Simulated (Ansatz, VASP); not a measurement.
Ti in VASP and in Ansatz

```
Ti
1.0
    -1.64213    1.64213    1.76956
     1.64213   -1.64213    1.76956
     1.64213    1.64213   -1.76956
Ti
1
Direct
  0.00000 0.00000 0.00000
```

Alike in both runs: task single point; functional PBE; k mesh 22 × 22 × 22; occupations gaussian, width 0.15 eV; no spin polarisation.

|  | VASP | Ansatz |
| --- | --- | --- |
| version | VASP 6.6.1 | Ansatz 0.2.0 |
| potentials or method | VASP PAW PBE potentials, release 64 (Ti_sv), cutoff 520 eV | scalar-relativistic, plane waves, PAW |
| valence electrons in the cell | 12 | 12 |

```csv
,VASP,Ansatz,Ansatz less VASP
gap on the k mesh at the Fermi level (eV),none,none,-
pressure (GPa),-9.0,-8.9,+0.12
"traceless stress, the component that is largest in VASP (GPa)",1.21,1.21,+0.001
```

A gap of «none» marks a metal or a gap that the smearing closes. With one functional, cell and mesh, what is left measures potentials, basis and numerics.
